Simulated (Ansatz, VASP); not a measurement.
# AlAu: VASP beside Ansatz

The input INCAR:

```
SYSTEM = AlAu
ALGO     = Normal         ! electronic algorithm
EDIFF    = 1E-6           ! SCF threshold, eV
ENCUT    = 520            ! plane-wave cutoff, eV
ISIF     = 2              ! what is computed and relaxed
ISMEAR   = -1             ! smearing method
LASPH    = .TRUE.         ! aspherical terms in the spheres
LCHARG   = .FALSE.        ! write CHGCAR
LREAL    = .FALSE.        ! projectors in reciprocal space
LWAVE    = .FALSE.        ! write WAVECAR
NBANDS   = 14             ! bands
NELM     = 100            ! most SCF steps
PREC     = Accurate       ! precision mode
SIGMA    = 0.05           ! smearing width, eV
```

Contents of KPOINTS:

```
k-points
0
G
  11 11 11
  0 0 0
```

POSCAR

```
AlAu
1.0
    3.2239420000      0.0000000000      0.0000000000
    0.0000000000      3.2239420000      0.0000000000
    0.0000000000      0.0000000000      3.2239420000
Al Au
1 1
Direct
    0.0000000000      0.0000000000      0.0000000000
    0.5000000000      0.5000000000      0.5000000000
```

Input for Ansatz:

```yaml
crystal:
  lattice:
    - [3.223942, 0.0, 0.0]
    - [0.0, 3.223942, 0.0]
    - [0.0, 0.0, 3.223942]
  atoms:
    - { symbol: Al, position: [0.0, 0.0, 0.0] }
    - { symbol: Au, position: [0.5, 0.5, 0.5] }
kpoints:
  mp_grid: { grid: [11, 11, 11] }
  band_path:
    path:
      - [0.0, 0.0, 0.0]
      - [0.0, 0.5, 0.0]
      - [0.5, 0.5, 0.0]
      - [0.0, 0.0, 0.0]
      - [0.5, 0.5, 0.5]
      - [0.0, 0.5, 0.0]
      - [0.5, 0.5, 0.5]
      - [0.5, 0.5, 0.0]
    npoints: 14
scf:
  occupations: { method: fermi_dirac, width: 0.05 }
hamiltonian:
  xc: lda
  pseudopotentials: { kind: all_electron, lapw: { basis_error: 0.001 } }
output:
  forces: true
  stress: true
  eigenvalues: true
  populations: true
```

Alike in both runs: task single point; functional LDA; k mesh 11 × 11 × 11; occupations fermi-dirac, width 0.05 eV; no spin polarisation.

|  | VASP | Ansatz |
| --- | --- | --- |
| version | VASP 6.6.1 | Ansatz 0.2.0 |
| potentials or method | VASP PAW LDA potentials, release 64 (Al, Au), cutoff 520 eV | all-electron LAPW, scalar-relativistic |

|  | VASP | Ansatz | Ansatz less VASP |
| --- | --- | --- | --- |
| pressure (GPa) | -7.5 | -7.7 | -0.18 |

LDA's correlation is that of Perdew and Zunger in VASP and of Perdew and Wang (1992) in Ansatz. Ansatz ran all-electron here, and VASP with PAW potentials.

Spin-orbit coupling is off throughout.
